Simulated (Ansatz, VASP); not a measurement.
**Two plane-wave programs on BN**

INCAR

```
ALGO     = Normal         # electronic algorithm
EDIFF    = 1E-6           # SCF threshold, eV
ENCUT    = 520            # plane-wave cutoff, eV
GGA      = PE             # functional
ISIF     = 2              # what is computed and relaxed
ISMEAR   = 0              # smearing method
LASPH    = True           # aspherical terms in the spheres
LCHARG   = False          # write CHGCAR
LREAL    = False          # projectors in reciprocal space
LWAVE    = False          # write WAVECAR
NBANDS   = 16             # bands
NELM     = 80             # most SCF steps
PREC     = Accurate       # precision mode
SIGMA    = 0.05           # smearing width, eV
```

File KPOINTS:

```
k-points
0
Gamma
  12 12 6
```

File POSCAR:

```
BN
1.0
    2.5539396017      0.0000000000      0.0000000000
   -1.2769698009      2.2117765748      0.0000000000
    0.0000000000      0.0000000000      4.2268550000
B N
2 2
Direct
    0.6666666667      0.3333333333      1.1061861332
    0.3333333333      0.6666666667      0.4997240000
    0.6666666667      0.3333333333      0.6252760000
    0.3333333333      0.6666666667      0.1252760000
```

Input for Ansatz:

```yaml
crystal:
  lattice:
    - [2.5539396017, 0.0, 0.0]
    - [-1.2769698009, 2.2117765748, 0.0]
    - [0.0, 0.0, 4.226855]
  atoms:
    - { symbol: B, position: [0.6666666667, 0.3333333333, 1.1061861332] }
    - { symbol: B, position: [0.3333333333, 0.6666666667, 0.499724] }
    - { symbol: "N", position: [0.6666666667, 0.3333333333, 0.625276] }
    - { symbol: "N", position: [0.3333333333, 0.6666666667, 0.125276] }
basis:
  ecutwfc: 420
kpoints:
  mp_grid: { grid: [12, 12, 6] }
hamiltonian:
  xc: pbe
scf:
  occupations: { method: gaussian, width: 0.05 }
output:
  forces: true
  stress: true
  eigenvalues: true
```

Alike in both runs: task single point; functional PBE; k mesh 12 × 12 × 6; occupations gaussian, width 0.05 eV; no spin polarisation.

```csv
,VASP,Ansatz
version,VASP 6.6.1,Ansatz 0.2.0
potentials or method,"VASP PAW PBE potentials, release 64 (B, N), cutoff 520 eV","scalar-relativistic, plane waves, PAW"
valence electrons in the cell,16,16
```

|  | VASP | Ansatz | Ansatz less VASP |
| --- | --- | --- | --- |
| gap on the k mesh at the Fermi level (eV) | 2.94 | 2.94 | +0.004 |
| least direct gap on the mesh (eV) | 4.28 | 4.28 | +0.003 |
| pressure (GPa) | 18.0 | 17.7 | -0.28 |
| traceless stress, the component that is largest in VASP (GPa) | 9.99 | 10.07 | +0.078 |
| rms of the force components (eV/Å) | 2.212 | 2.206 | -0.0068 |

Atom by atom the forces differ by 0.011 eV/Å (rms over components).
